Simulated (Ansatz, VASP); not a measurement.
**Two plane-wave programs on Ge**

```
Ge
1.0
     0.00000    2.82877    2.82877
     2.82877    0.00000    2.82877
     2.82877    2.82877    0.00000
Ge
2
Direct
  0.50000 0.50000 0.50000
  0.75000 0.75000 0.75000
```

Alike in both runs: task electric field gradients; functional PBEsol; k mesh 11 × 11 × 11; occupations fermi-dirac, width 0.05 eV; no spin polarisation.

|  | VASP | Ansatz |
| --- | --- | --- |
| version | VASP 6.6.1 | Ansatz 0.2.0 |
| potentials or method | VASP PAW PBE potentials, release 64 (Ge_d) | PAW with Ansatz's default frozen-core files, scalar-relativistic |
| plane-wave cutoff (eV) | 520 | 420 |
| valence electrons in the cell | 28 | 28 |

```csv
,VASP,Ansatz,Ansatz less VASP
pressure (GPa),0.6,0.7,+0.09
```

VASP's potentials were made for PBE, not for PBEsol. With one functional, cell and mesh, what is left measures potentials, basis and numerics.
